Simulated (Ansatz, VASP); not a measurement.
**Two plane-wave programs on Mo**

The input POSCAR:

```
Mo
1.0
    3.2508997160      1.8769078261      5.5440914038
   -3.2508997160      1.8769078261      5.5440914038
    0.0000000000     -3.7538156522      5.5440914038
Mo
12
Direct
    0.0101900000      0.6536100000      0.0101900000
    0.0101900000      0.0101900000      0.6536100000
    0.6536100000      0.0101900000      0.0101900000
    0.9898100000      0.3463900000      0.9898100000
    0.3463900000      0.9898100000      0.9898100000
    0.9898100000      0.9898100000      0.3463900000
    0.2211800000      0.6306000000      0.2211800000
    0.2211800000      0.2211800000      0.6306000000
    0.6306000000      0.2211800000      0.2211800000
    0.7788200000      0.3694000000      0.7788200000
    0.3694000000      0.7788200000      0.7788200000
    0.7788200000      0.7788200000      0.3694000000
```

File INCAR.step1:

```
ALGO = Normal ; EDIFF = 1E-4
ENCUT = 520 ; GGA = PE
ISMEAR = 0 ; LASPH = T
LCHARG = F ; LREAL = F
LWAVE = T ; NBANDS = 96
NELM = 60 ; PREC = Accurate
SIGMA = 0.1
```

File INCAR.step2:

```
ALGO = Normal ; EDIFF = 1E-6
ENCUT = 520 ; ISIF = 2
ISMEAR = 0 ; ISTART = 1
LASPH = T ; LCHARG = F
LMIXTAU = T ; LREAL = F
LWAVE = F ; METAGGA = R2SCAN
NBANDS = 96 ; NELM = 60
PREC = Accurate ; SIGMA = 0.1
```

Contents of KPOINTS:

```
k-points
0
Gamma
  3 3 3
```

Input for Ansatz:

```yaml
crystal:
  lattice:
    - [3.250899716, 1.8769078261, 5.5440914038]
    - [-3.250899716, 1.8769078261, 5.5440914038]
    - [0.0, -3.7538156522, 5.5440914038]
  atoms:
    - { symbol: Mo, position: [0.01019, 0.65361, 0.01019] }
    - { symbol: Mo, position: [0.01019, 0.01019, 0.65361] }
    - { symbol: Mo, position: [0.65361, 0.01019, 0.01019] }
    - { symbol: Mo, position: [0.98981, 0.34639, 0.98981] }
    - { symbol: Mo, position: [0.34639, 0.98981, 0.98981] }
    - { symbol: Mo, position: [0.98981, 0.98981, 0.34639] }
    - { symbol: Mo, position: [0.22118, 0.6306, 0.22118] }
    - { symbol: Mo, position: [0.22118, 0.22118, 0.6306] }
    - { symbol: Mo, position: [0.6306, 0.22118, 0.22118] }
    - { symbol: Mo, position: [0.77882, 0.3694, 0.77882] }
    - { symbol: Mo, position: [0.3694, 0.77882, 0.77882] }
    - { symbol: Mo, position: [0.77882, 0.77882, 0.3694] }
basis:
  ecutwfc: 500
kpoints:
  mp_grid: { grid: [3, 3, 3] }
hamiltonian:
  xc: r2scan
scf:
  occupations: { method: gaussian, width: 0.1 }
  lower_state_search: "off"
output:
  forces: true
  stress: true
  eigenvalues: true
```

Alike in both runs: task single point; functional r2SCAN; k mesh 3 × 3 × 3; occupations gaussian, width 0.1 eV; no spin polarisation.

|  | VASP | Ansatz |
| --- | --- | --- |
| version | VASP 6.6.1 | Ansatz 0.2.0 |
| potentials or method | VASP PAW PBE potentials, release 64 (Mo_sv), cutoff 520 eV | scalar-relativistic, plane waves, PAW |
| valence electrons in the cell | 168 | 168 |

```csv
,VASP,Ansatz,Ansatz less VASP
gap on the k mesh at the Fermi level (eV),none,none,-
rms of the force components (eV/Å),3.198,3.080,-0.1185
```

VASP's potentials were made for PBE, not for r2SCAN. Atom by atom the forces differ by 0.121 eV/Å (rms over components). A gap of «none» marks a metal or a gap that the smearing closes. With one functional, cell and mesh, what is left measures potentials, basis and numerics.

The k mesh is coarse, so the values compare programs but aren't converged.
